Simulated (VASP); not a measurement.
Crystal: Mg.

```
CELL_PARAMETERS angstrom
0.00000 3.15382 3.15382
3.15382 0.00000 3.15382
3.15382 3.15382 0.00000
ATOMIC_POSITIONS crystal
Mg 0.12500 0.12500 0.12500
Mg 0.87500 0.87500 0.87500
```

```yaml
Program: VASP 6.6.1
Task: relaxation of cell and atoms
Functional: r2SCAN
Potentials_or_basis: VASP PAW PBE potentials, release 64 (Mg)
Cutoff: 600 eV
k_mesh: 9 × 9 × 9
Occupations: fermi-dirac, width 0.1 eV
Spin: no spin polarisation
```

At the start: pressure 4.6 GPa; volume 31.37 Å³/atom.

Task: How do energy, volume and symmetry change on relaxing?

Result: Over 4 steps the energy falls by 103.2 meV/atom and the volume is 39.96 Å³/atom (+27.4 %); space group Fd-3m (No. 227, to 0.05 Å).

Step by step:
```csv
step,energy change (eV),largest force (eV/Å),pressure (GPa),volume (Å³)
1,0.0000,0.0000,4.63,62.74
2,-0.1635,0.0000,1.73,71.34
3,-0.2046,0.0000,0.31,78.18
4,-0.2064,0.0000,0.03,79.91
```

Final structure:
```
Mg
1.0
     0.00000    3.41873    3.41873
     3.41873    0.00000    3.41873
     3.41873    3.41873    0.00000
Mg
2
Direct
  0.12500 0.12500 0.12500
  0.87500 0.87500 0.87500
```

Caveat: the volume moved by over 15 % at a fixed basis, so the end points are rough; the PAW data sets were made with another functional, which shifts forces and pressure a little.
